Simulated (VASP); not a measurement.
Here is a VASP 6.6.1 calculation.

File INCAR:

```
SYSTEM = Cd4SeS3
  PREC = Accurate
  ENCUT = 600
  EDIFF = 1E-7
  ISMEAR = 0
  SIGMA = 0.02
  LREAL = .False.
  LASPH = .True.
  NELM = 60
  ALGO = Normal
  ISIF = 4
  LWAVE = .False.
  LCHARG = .False.
  GGA = PE
  IBRION = 2
  NSW = 50
  EDIFFG = -0.01
```

KPOINTS

```
regular mesh
0
Gamma
  6 6 4
  0 0 0
```

POSCAR

```
Cd4SeS3
1.0
    4.3761802564      0.0000000000      0.0000000000
    0.0000000000      4.3761802564      0.0000000000
    0.0000000000      0.0000000000     12.3621822761
Cd Se S
4 1 3
Direct
    0.5000000000      0.0000000000      0.6216464931
    0.0000000000      0.5000000000      0.8658182522
    0.5000000000      0.0000000000      0.1341817478
    0.0000000000      0.5000000000      0.3783535069
    0.0000000000      0.0000000000      0.0000000000
    0.5000000000      0.5000000000      0.2564765096
    0.0000000000      0.0000000000      0.5000000000
    0.5000000000      0.5000000000      0.7435234904
```

Potentials or basis: VASP PAW PBE potentials, release 64 (Cd, Se, S).

Command:

```console
$ cat potpaw_PBE.64/Cd/POTCAR potpaw_PBE.64/Se/POTCAR potpaw_PBE.64/S/POTCAR > POTCAR
$ mpirun -np 1 vasp_std > vasp.out
```

Problem. What does it give for the band gap on the k mesh?

Solution. 0.63 eV.

Forces in eV/Å, atoms in the order of the input:
```
Cd   0.000  0.000 -0.001
Cd   0.000  0.000  0.009
Cd   0.000  0.000 -0.009
Cd   0.000  0.000  0.001
Se   0.000  0.000  0.000
S    0.000  0.000  0.002
S    0.000  0.000  0.000
S    0.000  0.000 -0.002
```

Caveat: the relaxation stopped at its first step, so nothing moved; semilocal functionals underestimate gaps, and a narrow one can read as zero. A k mesh can miss the band edges.
